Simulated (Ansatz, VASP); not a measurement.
# WBrF4 in VASP and in Ansatz

```xyz
6
Lattice="0.0000 3.6303 3.6303 3.6303 0.0000 3.6303 3.6303 3.6303 0.0000" Properties=species:S:1:pos:R:3 pbc="T T T"
W     0.0000    0.0000    0.0000
Br    1.8151    1.8151    1.8151
F     4.5379    4.5379    4.5379
F     2.7226    4.5379    2.7226
F     4.5379    2.7226    2.7226
F     2.7226    2.7226    4.5379
```

Change from the starting cell: species swapped into the YbNi4Au type (F-43m, No. 216).

Alike in both runs: task single point; functional PBE; k mesh 4 × 4 × 4; occupations gaussian, width 0.1 eV; collinear spin.

|  | VASP | Ansatz |
| --- | --- | --- |
| version | VASP 6.6.1 | Ansatz 0.2.0 |
| potentials or method | VASP PAW PBE potentials, release 64 (W_sv, Br, F), cutoff 520 eV | scalar-relativistic, plane waves, PAW |
| valence electrons in the cell | 49 | 49 |

|  | VASP | Ansatz | Ansatz less VASP |
| --- | --- | --- | --- |
| gap on the k mesh at the Fermi level (eV) | none | none | - |
| pressure (GPa) | -18.0 | -16.5 | +1.46 |
| net moment per atom (μB) | 0.37 | 0.56 | +0.194 |
| size of the moment on the site where the two differ most (μB) | 0.00 | 0.28 | +0.275 |

The net moments are unlike, so the other rows may belong to different states. Site moments also hang on the region over which each program counts them. A gap of «none» marks a metal or a gap that the smearing closes. Ansatz's warnings: no starting moments.

The k mesh is coarse, so the values compare programs but aren't converged. Spin-orbit coupling is off throughout.
